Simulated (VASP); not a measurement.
A run of VASP 6.6.1:

The input POSCAR:

```
Ru
1.0
    2.6974396414      0.0000000000      0.0000000000
   -1.3487198207      2.3360512546      0.0000000000
    0.0000000000      0.0000000000      4.3698522191
Ru
2
Direct
    0.2733333333      0.6366666667      0.2050000000
    0.7266666667      0.3633333333      0.7950000000
```

Contents of INCAR.step1:

```
ALGO = Normal ; EDIFF = 1E-4
ENCUT = 520 ; GGA = PE
ISMEAR = -1 ; LASPH = T
LCHARG = F ; LREAL = F
LWAVE = T ; NBANDS = 21
NELM = 60 ; PREC = Accurate
SIGMA = 0.05
```

File INCAR.step2:

```
ALGO = Normal ; EDIFF = 1E-8
ENCUT = 520 ; ISIF = 2
ISMEAR = -1 ; ISTART = 1
LASPH = T ; LCHARG = F
LEFG = T ; LMIXTAU = T
LREAL = F ; LWAVE = F
METAGGA = R2SCAN ; NBANDS = 21
NELM = 60 ; PREC = Accurate
SIGMA = 0.05
```

KPOINTS

```
k-points
0
Gamma
  13 13 7
```

Potentials or basis: VASP PAW PBE potentials, release 64 (Ru_pv).

Launch:

```sh
$ cat potpaw_PBE.64/Ru_pv/POTCAR > POTCAR
$ cp INCAR.step1 INCAR
$ mpirun -np 1 vasp_std > vasp.out
$ cp INCAR.step2 INCAR
$ mpirun -np 1 vasp_std > vasp.out
```

Hardware: 1 thread of Intel Xeon 8259CL (shared host).

Question: Estimate the wall time of this run.

Answer: It took 14 min on 1 thread of Intel Xeon 8259CL (shared host), peak memory 0.27 GiB. Counts: k points 322.
